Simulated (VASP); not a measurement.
Crystal: Mg5CdO6.

```
Mg Cd O
1.0
     3.13796   -0.01433   -0.00787
    -0.01433    3.13352   -0.00441
    -0.03336   -0.01868   12.96057
Mg Cd O
5 1 6
Direct
  0.93211 0.96805 0.00293
  0.52071 0.47202 0.15510
  0.99595 0.01119 0.32649
  0.98689 0.10643 0.69099
  0.49728 0.52167 0.83622
  0.48322 0.51827 0.51897
  0.00838 0.97896 0.16390
  0.58175 0.49173 0.30128
  0.01216 0.01509 0.50963
  0.47546 0.37484 0.66376
  0.99168 0.05264 0.84649
  0.51442 0.48911 0.98425
```

* Program: VASP 6.6.1
* Task: relaxation of cell and atoms
* Functional: PBE
* Potentials or basis: VASP PAW PBE potentials, release 64 (Mg, Cd, O)
* Cutoff: 600 eV
* k mesh: 4 × 4 × 1
* Occupations: gaussian, width 0.1 eV
* Spin: no spin polarisation

At the start: pressure 10.1 GPa; volume 10.62 Å³/atom.

Q: Where does the relaxation end?

A: Over 22 steps the energy falls by 278.0 meV/atom and the volume is 10.47 Å³/atom (-1.5 %); space group P1 (No. 1, to 0.1 Å) before, P4/mmm (No. 123, to 0.1 Å).

The path:
```
step  energy change (eV)  largest force (eV/Å)  pressure (GPa)  volume (Å³)
   1              0.0000                6.7532           10.10       127.44
   2             -2.0075                1.8829           -8.92       140.15
   3             -2.0843                1.9710           -6.36       137.15
   4             -2.8111                1.3573           -2.55       130.46
   5             -2.9729                1.2799            2.00       125.46
   6             -3.2129                0.7396            0.78       125.41
   7             -3.2331                0.9326            0.66       125.38
   8             -3.3013                0.2799           -0.70       126.29
   9             -3.3016                0.2966           -0.78       126.35
  10             -3.3191                0.1629            0.21       125.45
  11             -3.3193                0.1776            0.35       125.33
  12             -3.3247                0.1069           -0.01       125.63
  13             -3.3264                0.1698           -0.34       125.92
  14             -3.3301                0.0795           -0.06       125.66
  15             -3.3308                0.0937            0.10       125.52
  16             -3.3326                0.0579            0.02       125.56
  17             -3.3332                0.0834           -0.05       125.61
  18             -3.3347                0.0591           -0.03       125.59
  19             -3.3353                0.0632           -0.01       125.56
  20             -3.3359                0.0304            0.03       125.53
  21             -3.3359                0.0338            0.04       125.53
  22             -3.3361                0.0177           -0.02       125.58
```

Final structure:
```
CELL_PARAMETERS angstrom
3.09882 0.00007 -0.00068
0.00018 3.09805 0.00023
-0.00183 0.00093 13.08109
ATOMIC_POSITIONS crystal
Mg 0.00060 0.99953 0.99996
Mg 0.50100 0.49971 0.15876
Mg 0.99993 0.99998 0.32007
Mg 0.99839 0.00085 0.67995
Mg 0.49942 0.50045 0.84118
Cd 0.50045 0.49963 0.50004
O 0.00103 0.99986 0.15940
O 0.50063 0.49989 0.31708
O 0.00038 0.99970 0.50011
O 0.49794 0.50085 0.68291
O 0.99944 0.99974 0.84053
O 0.50078 0.49982 0.00000
```

Caveat: the k points lie up to 0.51 Å⁻¹ apart in the final cell.
